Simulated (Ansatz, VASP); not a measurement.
**One calculation of HfO2, two programs**

File INCAR:

```
ALGO = Normal
EDIFF = 1E-7
ENCUT = 520
GGA = PS
ISIF = 2
ISMEAR = 0
LASPH = True
LCHARG = True
LELF = True
LREAL = False
LVHAR = True
LWAVE = False
NBANDS = 31
NELM = 100
PREC = Accurate
SIGMA = 0.05
```

The input KPOINTS:

```
k-points
0
Gamma
  6 6 8
```

The input POSCAR:

```
HfO2
1.0
    4.9114575923      0.0000000000      0.0000000000
    0.0000000000      4.9114575923      0.0000000000
    0.0000000000      0.0000000000      3.2637929515
Hf O
2 4
Direct
    0.0000000000      0.0000000000      0.0000000000
    0.5000000000      0.5000000000      0.5000000000
    0.1949828631      0.8050171369      0.4732102491
    0.3050171369      0.3050171369      0.0000000000
    0.6949828631      0.6949828631      0.0000000000
    0.8050171369      0.1949828631      0.5267897509
```

Input for Ansatz:

```yaml
crystal:
  lattice:
    - [4.9114575923, 0.0, 0.0]
    - [0.0, 4.9114575923, 0.0]
    - [0.0, 0.0, 3.2637929515]
  atoms:
    - { symbol: Hf, position: [0.0, 0.0, 0.0] }
    - { symbol: Hf, position: [0.5, 0.5, 0.5] }
    - { symbol: O, position: [0.1949828631, 0.8050171369, 0.4732102491] }
    - { symbol: O, position: [0.3050171369, 0.3050171369, 0.0] }
    - { symbol: O, position: [0.6949828631, 0.6949828631, 0.0] }
    - { symbol: O, position: [0.8050171369, 0.1949828631, 0.5267897509] }
basis:
  ecutwfc: 520.0
kpoints:
  mp_grid: { grid: [6, 6, 8] }
hamiltonian:
  xc: pbesol
  pseudopotentials: { kind: paw, azcp: { folder: soft_1 } }
scf:
  occupations: { method: gaussian, width: 0.05 }
output:
  forces: true
  stress: true
  eigenvalues: true
```

Change from the starting cell: mode 16 frozen in at -0.086 Å, equal normal strain along x, y and z +0.0167.

Alike in both runs: task single point; functional PBEsol; k mesh 6 × 6 × 8; occupations gaussian, width 0.05 eV; no spin polarisation.

|  | VASP | Ansatz |
| --- | --- | --- |
| version | VASP 6.6.1 | Ansatz 0.2.0 |
| potentials or method | VASP PAW PBE potentials, release 64 (Hf_pv, O), cutoff 520 eV | scalar-relativistic, plane waves, PAW |
| valence electrons in the cell | 44 | 76 |

Ansatz gave:

| Quantity | Value |
| --- | --- |
| gap on the k mesh at the Fermi level (eV) | 3.72 |
| least direct gap on the mesh (eV) | 3.72 |
| pressure (GPa) | -9.6 |
| traceless stress, the component that is largest in VASP (GPa) | -1.77 |
| rms of the force components (eV/Å) | 0.332 |

**Question.** Which values does VASP return?

**Answer.** gap on the k mesh at the Fermi level (eV): 3.67; least direct gap on the mesh (eV): 3.67; pressure (GPa): -12.2; traceless stress, the component that is largest in VASP (GPa): -2.19; rms of the force components (eV/Å): 0.329.

VASP's potentials were made for PBE, not for PBEsol, and Ansatz warns of the same on its side. Atom by atom the forces differ by 0.021 eV/Å (rms over components). VASP's potentials hold 44 valence electrons a cell and Ansatz's 76, so a difference there can come from the potentials and not from the codes.

Spin-orbit coupling is off throughout.
